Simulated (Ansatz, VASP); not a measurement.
One calculation of Si, two programs

```
Si
1.0
     3.76900    0.00000    0.00000
    -1.88450    3.26405    0.00000
     0.00000    0.00000   28.00000
Si
2
Direct
  0.33333 0.66667 0.51020
  0.66667 0.33333 0.48980
```

Alike in both runs: task single point; functional LDA; k mesh 15 × 15 × 1; occupations gaussian, width 0.1 eV; no spin polarisation.

|  | VASP | Ansatz |
| --- | --- | --- |
| version | VASP 6.6.1 | Ansatz 0.2.0 |
| potentials or method | VASP PAW LDA potentials, release 64 (Si), cutoff 520 eV | scalar-relativistic, plane waves, PAW |
| valence electrons in the cell | 8 | 8 |

Ansatz gave:

- gap on the k mesh at the Fermi level (eV): none
- rms of the force components (eV/Å): 0.107

Problem. What did VASP give for the same quantities?

Solution. gap on the k mesh at the Fermi level (eV): none; rms of the force components (eV/Å): 0.109.

Ansatz warns that its potentials were made for another functional, while VASP's fit it. LDA's correlation is that of Perdew and Zunger in VASP and of Perdew and Wang (1992) in Ansatz. Atom by atom the forces differ by 0.002 eV/Å (rms over components). A gap of «none» marks a metal or a gap that the smearing closes.
